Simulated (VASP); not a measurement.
Write the native input for VASP 6.6.1 that does the following.

| Quantity | Value |
| --- | --- |
| Task | single point |
| Functional | LDA |
| Potentials or basis | VASP PAW LDA potentials, release 64 (K_sv, Cl) |
| Cutoff | 520 eV |
| k mesh | 7 × 7 × 7 |
| Occupations | fermi-dirac, width 0.05 eV |
| Spin | no spin polarisation |
| Dipole correction | no |
| Further INCAR settings | ALGO = Normal; EDIFF = 1e-06; NBANDS = 15 |

The structure of KCl (Sylvite) lies in POSCAR:

```
KCl
1.0
    0.0000000000      3.1878756693      3.1878756693
    3.1878756693      0.0000000000      3.1878756693
    3.1878756693      3.1878756693      0.0000000000
K Cl
1 1
Direct
    0.0000000000      0.0000000000      0.0000000000
    0.5000000000      0.5000000000      0.5000000000
```

The input as run:

INCAR

```
PREC     = Accurate       # precision mode
ENCUT    = 520            # plane-wave cutoff, eV
EDIFF    = 1E-6           # SCF threshold, eV
ISMEAR   = -1             # smearing method
SIGMA    = 0.05           # smearing width, eV
LREAL    = False          # projectors in reciprocal space
LASPH    = True           # aspherical terms in the spheres
NELM     = 60             # most SCF steps
ALGO     = Normal         # electronic algorithm
ISIF     = 2              # what is computed and relaxed
LWAVE    = False          # write WAVECAR
LCHARG   = False          # write CHGCAR
GGA      = CA             # functional
NBANDS   = 15             # bands
```

KPOINTS

```
regular mesh
0
Gamma
  7 7 7
```

Potentials or basis: VASP PAW LDA potentials, release 64 (K_sv, Cl).

Command:

```sh
$ cat potpaw_LDA.64/K_sv/POTCAR potpaw_LDA.64/Cl/POTCAR > POTCAR
$ mpirun -np 1 vasp_std > vasp.out
```

It gave:

| Quantity | Value |
| --- | --- |
| Pressure | -2.4 GPa |
| Band gap on the k mesh | 4.62 eV, direct |

Run time: 14 s on 1 thread of Intel(R) Xeon(R) 6975P-C (Granite Rapids) (shared host), peak memory 0.17 GiB.
